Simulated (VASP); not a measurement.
# SnO2 (1T sheet) in VASP: further runs

The runs below take SnO2 (1T sheet) through single point, with PBE.

Everything below comes from runs of VASP 6.6.1. Logs are shortened: lines on timing, memory, paths and dates and some standing lists are left out, and cuts for length are marked.

## (1) The cell of the first run

The cell holds a wire with vacuum, 18 atoms: a = 17.100 Å, b = 11.300 Å, c = 5.576 Å, α = 90.00°, β = 90.00°, γ = 90.00°.

## (2) Single point, PBE

INCAR reads:

```
SYSTEM = SnO2
PREC = Accurate
ENCUT = 520
EDIFF = 1E-6
ISMEAR = 0
SIGMA = 0.05
LREAL = Auto
LASPH = .TRUE.
NELM = 60
ALGO = Normal
ISIF = 2
LWAVE = .FALSE.
LCHARG = .FALSE.
GGA = PE
NBANDS = 93
```

KPOINTS reads:

```
regular mesh
0
G
  1 1 6
  0 0 0
```

POSCAR reads:

```
SnO2
1.0
   17.1000000000      0.0000000000      0.0000000000
    0.0000000000     11.3000000000      0.0000000000
    0.0000000000      0.0000000000      5.5760414903
Sn O
6 12
Direct
    0.7237212599      0.5000000000      0.3333333333
    0.5428588879      0.5000000000      0.3333333333
    0.6485482397      0.5000000000      0.8333333333
    0.3514517603      0.5000000000      0.3333333333
    0.4571411121      0.5000000000      0.8333333333
    0.2762787401      0.5000000000      0.8333333333
    0.6366340159      0.5956606094      0.1628421555
    0.7412557719      0.5789987869      0.6376714627
    0.4496835047      0.5889715892      0.1656116020
    0.5503164953      0.5889715892      0.6656116020
    0.2587442281      0.5789987869      0.1376714627
    0.3633659841      0.5956606094      0.6628421555
    0.7412557719      0.4210012131      0.0289952040
    0.5503164953      0.4110284108      0.0010550647
    0.6366340159      0.4043393906      0.5038245112
    0.3633659841      0.4043393906      0.0038245112
    0.4496835047      0.4110284108      0.5010550647
    0.2587442281      0.4210012131      0.5289952040
```

Potentials or basis: VASP PAW PBE potentials, release 64 (Sn_d, O).

Started as:

```bash
> cat potpaw_PBE.64/Sn_d/POTCAR potpaw_PBE.64/O/POTCAR > POTCAR
> mpirun -np 1 vasp_std > vasp.out
```

OUTCAR:

```text
SYSTEM = SnO2
   PREC = Accurate
   ENCUT = 520
   EDIFF = 1E-6
   ISMEAR = 0
   LREAL = Auto
   LASPH = .TRUE.
   NELM = 60
   ISIF = 2
   GGA = PE

 ion  position               nearest neighbor table
   1  0.724  0.500  0.333-  13 1.94   8 1.94   7 2.07  15 2.07   3 3.07   3 3.07   2 3.09
   2  0.543  0.500  0.333-   9 2.10  17 2.10  14 2.11  10 2.11   7 2.15  15 2.15   1 3.09   5 3.15
                             5 3.15   4 3.27   3 3.32   3 3.32
   3  0.649  0.500  0.833-   8 2.12  13 2.12  15 2.14   7 2.14  10 2.17  14 2.17   1 3.07   1 3.07
                             5 3.27   2 3.32   2 3.32
   4  0.351  0.500  0.333-  11 2.12  18 2.12  16 2.14  12 2.14   9 2.17  17 2.17   6 3.07   6 3.07
                             2 3.27   5 3.32   5 3.32
   5  0.457  0.500  0.833-  10 2.10  14 2.10  17 2.11   9 2.11  12 2.15  16 2.15   6 3.09   2 3.15
                             2 3.15   3 3.27   4 3.32   4 3.32
   6  0.276  0.500  0.833-  18 1.94  11 1.94  12 2.07  16 2.07   4 3.07   4 3.07   5 3.09
   7  0.637  0.596  0.163-   1 2.07   3 2.14   2 2.15
   8  0.741  0.579  0.638-   1 1.94   3 2.12
   9  0.450  0.589  0.166-   2 2.10   5 2.11   4 2.17
  10  0.550  0.589  0.666-   5 2.10   2 2.11   3 2.17
  11  0.259  0.579  0.138-   6 1.94   4 2.12
  12  0.363  0.596  0.663-   6 2.07   4 2.14   5 2.15
  13  0.741  0.421  0.029-   1 1.94   3 2.12
  14  0.550  0.411  0.001-   5 2.10   2 2.11   3 2.17
  15  0.637  0.404  0.504-   1 2.07   3 2.14   2 2.15
  16  0.363  0.404  0.004-   6 2.07   4 2.14   5 2.15
  17  0.450  0.411  0.501-   2 2.10   5 2.11   4 2.17
  18  0.259  0.421  0.529-   6 1.94   4 2.12

  LATTYP: Found a simple orthorhombic cell.
 ALAT       =     5.5760414903
 B/A-ratio  =     2.0265272451
 C/A-ratio  =     3.0666916718

  Lattice vectors:

 A1 = (   0.0000000000,   0.0000000000,  -5.5760414903)
 A2 = (   0.0000000000,  11.3000000000,   0.0000000000)
 A3 = (  17.1000000000,   0.0000000000,   0.0000000000)

Analysis of symmetry for initial positions (statically):
=====================================================================
 Subroutine PRICEL returns:
 Original cell was already a primitive cell.

 Routine SETGRP: Setting up the symmetry group for a
 simple orthorhombic supercell.

 Subroutine GETGRP returns: Found  4 space group operations
 (whereof  1 operations were pure point group operations)
 out of a pool of  8 trial point group operations.

The static configuration has the point symmetry C_1 .
 The point group associated with its full space group is C_2h.

Analysis of symmetry for dynamics (positions and initial velocities):
=====================================================================
 Subroutine PRICEL returns:
 Original cell was already a primitive cell.

 Routine SETGRP: Setting up the symmetry group for a
 simple orthorhombic supercell.

 Subroutine GETGRP returns: Found  4 space group operations
 (whereof  1 operations were pure point group operations)
 out of a pool of  8 trial point group operations.

The dynamic configuration has the point symmetry C_1 .
 The point group associated with its full space group is C_2h.

 Subroutine INISYM returns: Found  4 space group operations
 (whereof  1 operations are pure point group operations),
 and found     1 'primitive' translations

----------------------------------------------------------------------------------------

                                     Primitive cell

  volume of cell :    1077.4585

  direct lattice vectors                    reciprocal lattice vectors
    17.100000000  0.000000000  0.000000000     0.058479532  0.000000000  0.000000000
     0.000000000 11.300000000  0.000000000     0.000000000  0.088495575  0.000000000
     0.000000000  0.000000000  5.576041490     0.000000000  0.000000000  0.179338694

  length of vectors
    17.100000000 11.300000000  5.576041490     0.058479532  0.088495575  0.179338694

  position of ions in fractional coordinates (direct lattice)
     0.723721260  0.500000000  0.333333333
     0.542858888  0.500000000  0.333333333
     0.648548240  0.500000000  0.833333333
     0.351451760  0.500000000  0.333333333
     0.457141112  0.500000000  0.833333333
     0.276278740  0.500000000  0.833333333
[... 10 lines left out ...]
     0.449683505  0.411028411  0.501055065
     0.258744228  0.421001213  0.528995204

  ion indices of the primitive-cell ions
   primitive index   ion index
                 1           1
                 2           2
                 3           3
                 4           4
                 5           5
                 6           6
[... 10 lines left out ...]
                17          17
                18          18

----------------------------------------------------------------------------------------

 KPOINTS: regular mesh

Automatic generation of k-mesh.
 Grid dimensions read from file:
 generate k-points for:    1    1    6

 Generating k-lattice:

  Cartesian coordinates                     Fractional coordinates (reciprocal lattice)
     0.058479532  0.000000000  0.000000000     1.000000000  0.000000000  0.000000000
     0.000000000  0.088495575  0.000000000     0.000000000  1.000000000  0.000000000
     0.000000000  0.000000000  0.029889782     0.000000000  0.000000000  0.166666667

  Length of vectors
     0.058479532  0.088495575  0.029889782

  Shift w.r.t. Gamma in fractional coordinates (k-lattice)
     0.000000000  0.000000000  0.000000000

 Subroutine IBZKPT returns following result:
 ===========================================

 Found      4 irreducible k-points:

 Following reciprocal coordinates:
            Coordinates               Weight
  0.000000  0.000000  0.000000      1.000000
  0.000000  0.000000  0.166667      2.000000
  0.000000  0.000000  0.333333      2.000000
  0.000000  0.000000  0.500000      1.000000
   k-points           NKPTS =      4   k-points in BZ     NKDIM =      4   number of bands    NBANDS=     93
   number of dos      NEDOS =    301   number of ions     NIONS =     18
   total plane-waves  NPLWV = 451584
   dimension x,y,z NGX =   128 NGY =   84 NGZ =   42
   dimension x,y,z NGXF=   256 NGYF=  168 NGZF=   84
   ions per type =               6  12
   NGX,Y,Z   is equivalent  to a cutoff of  12.44, 12.36, 12.52 a.u.
   NGXF,Y,Z  is equivalent  to a cutoff of  24.89, 24.72, 25.04 a.u.
 SYSTEM =  SnO2
   PREC   = accura    normal or accurate (medium, high low for compatibility)
   ISTART =      0    job   : 0-new  1-cont  2-samecut
   ICHARG =      2    charge: 1-file 2-atom 10-const
   ISPIN  =      1    spin polarized calculation?
   LNONCOLLINEAR =      F non collinear calculations
   LSORBIT =      F    spin-orbit coupling
   LASPH  =      T    aspherical Exc in radial PAW
   ENCUT  =  520.0 eV  38.22 Ry    6.18 a.u.  31.79 21.01 10.37*2*pi/ulx,y,z
   NELM   =     60;   NELMIN=  2; NELMDL= -5     # of ELM steps
   EDIFF  = 0.1E-05   stopping-criterion for ELM
   LREAL  =      T    real-space projection
   EDIFFG = 0.1E-04   stopping-criterion for IOM
   NSW    =      0    number of steps for IOM
[... 5 lines left out ...]
   TEBEG  =    0.0;   TEEND  =   0.0 temperature during run
   PSTRESS=    0.0 pullay stress
   NELECT =     156.0000    total number of electrons
   NUPDOWN=      -1.0000    fix difference up-down
   EMIN   =  10.00;   EMAX   =-10.00  energy-range for DOS
   EFERMI =   0.00;   METHOD = LEGACY
   ISMEAR =     0;   SIGMA  =   0.05  broadening in eV -4-tet -1-fermi 0-gaus
   EFERMI_NEDOS =   21; number of points for ismear=-14 and -15
   IALGO  =     38    algorithm
   IMIX   =      4    mixing-type and parameters
     AMIX     =   0.40;   BMIX     =  1.00
     AMIX_MAG =   1.60;   BMIX_MAG =  1.00
  volume/ion in A,a.u.               =      59.86       403.95
  Fermi-wavevector in a.u.,A,eV,Ry     =   0.859639  1.624482 10.054426  0.738979
  Thomas-Fermi vector in A             =   1.977024
   LORBIT       =      0    0 simple, 1 ext, 2 COOP (PROOUT), +10 PAW based schemes
   GGA     = PE    functional components
   LHFCALC =     F    Hartree Fock is set to
   AEXX    =    0.0000 exact exchange contribution
   IVDW    =     0    specifies the selected vdW correction
   LEPSILON=     F    determine dielectric tensor
   LRPA    =     F    only Hartree local field effects (RPA)
 non-spin polarized calculation
 Gauss-broadening in eV      SIGMA  =   0.05
  energy-cutoff  :      520.00
  volume of cell :     1077.46
 maximum number of plane-waves:     29061
 NGX is ok and might be reduce to   126
   NGX = 63   NGY = 43   NGZ = 21

 number of electron     156.0000045 magnetization

 Free energy of the ion-electron system (eV)
  ---------------------------------------------------
  ext. energy  EPLUGINS =         0.00000000
  ---------------------------------------------------
  free energy    TOTEN  =      -104.76729901 eV

  energy without entropy =     -104.76729901  energy(sigma->0) =     -104.76729901

 E-fermi :  -4.5219     XC(G=0):  -3.1955

 val. band max:       -4.7927276495   @ k =   0.0000   0.0000   0.5000
 cond. band min:      -2.6805431595   @ k =   0.0000   0.0000   0.0000
 fundamental gap:      2.1121844900
 Fermi energy:        -4.5219299903

 k-point     1 :       0.0000    0.0000    0.0000
  band No.  band energies     occupation
      1     -25.6018      2.00000
      2     -25.5755      2.00000
      3     -25.3307      2.00000
      4     -25.3226      2.00000
      5     -25.2553      2.00000
      6     -25.0393      2.00000
[... 82 lines left out ...]
     89       2.3604      0.00000
     90       2.5768      0.00000

 k-point     2 :       0.0000    0.0000    0.1667
  band No.  band energies     occupation
      1     -25.5998      2.00000
      2     -25.5823      2.00000
      3     -25.3888      2.00000
      4     -25.3649      2.00000
      5     -25.2847      2.00000
      6     -25.0834      2.00000
[... 82 lines left out ...]
     89       2.1530      0.00000
     90       2.6290      0.00000

 k-point     3 :       0.0000    0.0000    0.3333
  band No.  band energies     occupation
      1     -25.6069      2.00000
      2     -25.5988      2.00000
      3     -25.4649      2.00000
      4     -25.4368      2.00000
      5     -25.2769      2.00000
      6     -25.1269      2.00000
[... 82 lines left out ...]
     89       2.3935      0.00000
     90       2.4759      0.00000

 k-point     4 :       0.0000    0.0000    0.5000
  band No.  band energies     occupation
      1     -25.6125      2.00000
      2     -25.6125      2.00000
      3     -25.4798      2.00000
      4     -25.4798      2.00000
      5     -25.2025      2.00000
      6     -25.2025      2.00000
[... 82 lines left out ...]
     89       2.5690      0.00000
     90       2.5690      0.00000
 [bands above 90 left out]

------------------------ aborting loop because EDIFF is reached ----------------------------------------

  FORCE on cell =-STRESS in cart. coord.  units (eV):
  Direction    XX          YY          ZZ          XY          YZ          ZX
  --------------------------------------------------------------------------------------
  -------------------------------------------------------------------------------------
  Total        0.8744546      0.4257997      1.1260300      0.0000000      0.0846216      0.0000000
  in kB        1.3003112      0.6331628      1.6744031      0.0000000      0.1258321      0.0000000
  external PRESSURE =       1.2026257 kB  Pullay stress =       0.0000000 kB

 VOLUME and BASIS-vectors are now :
 -----------------------------------------------------------------------------
  energy-cutoff  :      520.00
  volume of cell :     1077.46
      direct lattice vectors                 reciprocal lattice vectors
    17.100000000  0.000000000  0.000000000     0.058479532  0.000000000  0.000000000
     0.000000000 11.300000000  0.000000000     0.000000000  0.088495575  0.000000000
     0.000000000  0.000000000  5.576041490     0.000000000  0.000000000  0.179338694

 POSITION                                       TOTAL-FORCE (eV/Angst)
 -----------------------------------------------------------------------------------
     12.37563      5.65000      1.85868         0.048067     -0.000000      0.000000
      9.28289      5.65000      1.85868         0.025798     -0.000000      0.000000
     11.09017      5.65000      4.64670        -0.022994     -0.000000      0.000000
      6.00983      5.65000      1.85868         0.022994     -0.000000      0.000000
      7.81711      5.65000      4.64670        -0.025798     -0.000000      0.000000
      4.72437      5.65000      4.64670        -0.048067     -0.000000      0.000000
[... 10 lines left out ...]
      7.68959      4.64462      2.79390        -0.020475     -0.052847      0.003775
      4.42453      4.75731      2.94970        -0.057462     -0.053867     -0.040910
 -----------------------------------------------------------------------------------
    total drift:                               -0.000000      0.000000     -0.000004

  FREE ENERGIE OF THE ION-ELECTRON SYSTEM (eV)
  ---------------------------------------------------
  free  energy   TOTEN  =      -104.7672990115 eV

  energy  without entropy=     -104.7672990115  energy(sigma->0) =     -104.76729901
```

Run time: 17 min. Hardware: 1 thread of Intel Xeon Platinum 8259CL at 2.50GHz (Skylake/Cascade Lake), shared host; peak memory 0.93 GiB.

Results:

```yaml
Free_energy: -104.7673 eV
Largest_force: 0.089 eV/Å
Band_gap_on_the_k_mesh: 2.11 eV, indirect (least direct gap 2.20 eV)
```

Forces on the atoms (eV/Å):
```
Sn   0.048  0.000  0.000
Sn   0.026  0.000  0.000
Sn  -0.023  0.000  0.000
Sn   0.023  0.000  0.000
Sn  -0.026  0.000  0.000
Sn  -0.048  0.000  0.000
O   -0.016  0.062 -0.023
O    0.057  0.054  0.041
O   -0.020  0.053 -0.004
O    0.020  0.053 -0.004
O   -0.057  0.054  0.041
O    0.016  0.062 -0.023
O    0.057 -0.054 -0.041
O    0.020 -0.053  0.004
O   -0.016 -0.062  0.023
O    0.016 -0.062  0.023
O   -0.020 -0.053  0.004
O   -0.057 -0.054 -0.041
```

Caveat: spin-orbit coupling is left out, which moves the levels of the heavy elements.

## (3) Single point, PBE

This run uses another cell than the first one, of 60.01 Å³/atom, 1.003 times its volume.

INCAR reads:

```
ALGO     = Normal         # electronic algorithm
EDIFF    = 1E-6           # SCF threshold, eV
ENCUT    = 520            # plane-wave cutoff, eV
GGA      = PE             # functional
ISIF     = 2              # what is computed and relaxed
ISMEAR   = 0              # smearing method
LASPH    = T              # aspherical terms in the spheres
LCHARG   = F              # write CHGCAR
LREAL    = Auto         
LWAVE    = F              # write WAVECAR
NBANDS   = 93             # bands
NELM     = 60             # most SCF steps
PREC     = Accurate       # precision mode
SIGMA    = 0.05           # smearing width, eV
```

KPOINTS reads:

```
k-points
0
Gamma
  1 1 6
```

POSCAR reads:

```
SnO2
1.0
   17.1000000000      0.0000000000      0.0000000000
    0.0000000000     11.3000000000      0.0000000000
    0.0000000000      0.0000000000      5.5901899136
Sn O
6 12
Direct
    0.7359281909      0.5000000000      0.3333333333
    0.5471856382      0.5000000000      0.3333333333
    0.6415569145      0.5000000000      0.8333333333
    0.3584430855      0.5000000000      0.3333333333
    0.4528143618      0.5000000000      0.8333333333
    0.2640718091      0.5000000000      0.8333333333
    0.6415569145      0.5895308434      0.1666666667
    0.7359281909      0.5895308434      0.6666666667
    0.4528143618      0.5895308434      0.1666666667
    0.5471856382      0.5895308434      0.6666666667
    0.2640718091      0.5895308434      0.1666666667
    0.3584430855      0.5895308434      0.6666666667
    0.7359281909      0.4104691566      0.0000000000
    0.5471856382      0.4104691566      0.0000000000
    0.6415569145      0.4104691566      0.5000000000
    0.3584430855      0.4104691566      0.0000000000
    0.4528143618      0.4104691566      0.5000000000
    0.2640718091      0.4104691566      0.5000000000
```

Potentials or basis: VASP PAW PBE potentials, release 64 (Sn_d, O).

Started as:

```bash
> cat potpaw_PBE.64/Sn_d/POTCAR potpaw_PBE.64/O/POTCAR > POTCAR
> mpirun -np 1 vasp_std > vasp.out
```

OUTCAR:

```text
EDIFF = 1E-6
   ENCUT = 520
   GGA = PE
   ISIF = 2
   ISMEAR = 0
   LASPH = T
   LREAL = Auto
   NELM = 60
   PREC = Accurate

 ion  position               nearest neighbor table
   1  0.736  0.500  0.333-  13 2.12   8 2.12   7 2.12  15 2.12   2 3.23   3 3.23   3 3.23
   2  0.547  0.500  0.333-   7 2.12  15 2.12  14 2.12  10 2.12   9 2.12  17 2.12   3 3.23   3 3.23
                             4 3.23   1 3.23   5 3.23   5 3.23
   3  0.642  0.500  0.833-  10 2.12  14 2.12  15 2.12   7 2.12   8 2.12  13 2.12   2 3.23   2 3.23
                             5 3.23   1 3.23   1 3.23
[... 604 lines left out ...]
  in kB       -3.5966878     -1.9578388    -20.2182446      0.0000000    -11.5316449      0.0000000
  external PRESSURE =      -8.5909237 kB  Pullay stress =       0.0000000 kB

 VOLUME and BASIS-vectors are now :
 -----------------------------------------------------------------------------
  energy-cutoff  :      520.00
  volume of cell :     1080.19
      direct lattice vectors                 reciprocal lattice vectors
    17.100000000  0.000000000  0.000000000     0.058479532  0.000000000  0.000000000
     0.000000000 11.300000000  0.000000000     0.000000000  0.088495575  0.000000000
     0.000000000  0.000000000  5.590189914     0.000000000  0.000000000  0.178884799

 POSITION                                       TOTAL-FORCE (eV/Angst)
 -----------------------------------------------------------------------------------
     12.58437      5.65000      1.86340        -2.002460      0.000000     -0.000000
      9.35687      5.65000      1.86340        -0.043797      0.000000      0.000000
     10.97062      5.65000      4.65849         1.195108      0.000000     -0.000000
      6.12938      5.65000      1.86340        -1.195108      0.000000      0.000000
      7.74313      5.65000      4.65849         0.043797      0.000000      0.000000
      4.51563      5.65000      4.65849         2.002460      0.000000      0.000000
[... 10 lines left out ...]
      7.74313      4.63830      2.79509         0.096480     -0.046840      0.018373
      4.51563      4.63830      2.79509        -0.471057      0.591917      1.964591
 -----------------------------------------------------------------------------------
    total drift:                                0.000000      0.000000     -0.000004

  FREE ENERGIE OF THE ION-ELECTRON SYSTEM (eV)
  ---------------------------------------------------
  free  energy   TOTEN  =      -103.2273067381 eV

  energy  without entropy=     -103.2273067381  energy(sigma->0) =     -103.22730674
```

Wall time 22 min (1 thread of Intel Xeon Platinum 8259CL at 2.50GHz (Skylake/Cascade Lake), shared host); peak memory 0.93 GiB.

Results:

| Item | Value |
| --- | --- |
| Free energy | -103.2273 eV |
| Largest force | 2.105 eV/Å |
| Band gap on the k mesh | 0.74 eV, indirect (least direct gap 0.83 eV) |

Forces in eV/Å, atoms in the order of the input:
```
Sn  -2.002  0.000  0.000
Sn  -0.044  0.000  0.000
Sn   1.195  0.000  0.000
Sn  -1.195  0.000  0.000
Sn   0.044  0.000  0.000
Sn   2.002  0.000  0.000
O    0.124  0.278  0.055
O    0.471 -0.592 -1.965
O    0.096  0.047 -0.018
O   -0.096  0.047 -0.018
O   -0.471 -0.592 -1.965
O   -0.124  0.278  0.055
O    0.471  0.592  1.965
O   -0.096 -0.047  0.018
O    0.124 -0.278 -0.055
O   -0.124 -0.278 -0.055
O    0.096 -0.047  0.018
O   -0.471  0.592  1.965
```

Caveat: spin-orbit coupling is left out, which moves the levels of the heavy elements.
